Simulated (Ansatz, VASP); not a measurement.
CoO in VASP and in Ansatz

```
Co O
1.0
     0.00000    2.13150    2.13150
     4.26300    2.13150    2.13150
     4.26300    4.26300    0.00000
Co O
2 2
Direct
  0.00000 0.00000 0.00000
  0.00000 0.00000 0.50000
  0.50000 0.50000 0.00000
  0.50000 0.50000 0.50000
```

Alike in both runs: task single point; functional PBE; k mesh 10 × 10 × 5; occupations gaussian, width 0.05 eV; collinear spin; Hubbard terms Co d U = 3.3 eV.

|  | VASP | Ansatz |
| --- | --- | --- |
| version | VASP 6.6.1 | Ansatz 0.2.0 |
| potentials or method | VASP PAW PBE potentials, release 64 (Co_sv, O), cutoff 700 eV | scalar-relativistic, plane waves, PAW |
| valence electrons in the cell | 46 | 46 |

|  | VASP | Ansatz | Ansatz less VASP |
| --- | --- | --- | --- |
| pressure (GPa) | 5.8 | 8.4 | +2.55 |
| net moment per atom (μB) | 0.00 | 0.00 | 0.000 |
| size of the moment on the site where the two differ most (μB) | 2.66 | 2.59 | -0.072 |

Site moments also hang on the region over which each program counts them. The programs project onto different local orbitals, so the same U acts differently, and such runs can settle in different states. Ansatz's warnings: stability check not made.

The k mesh is coarse, so the values compare programs but aren't converged.
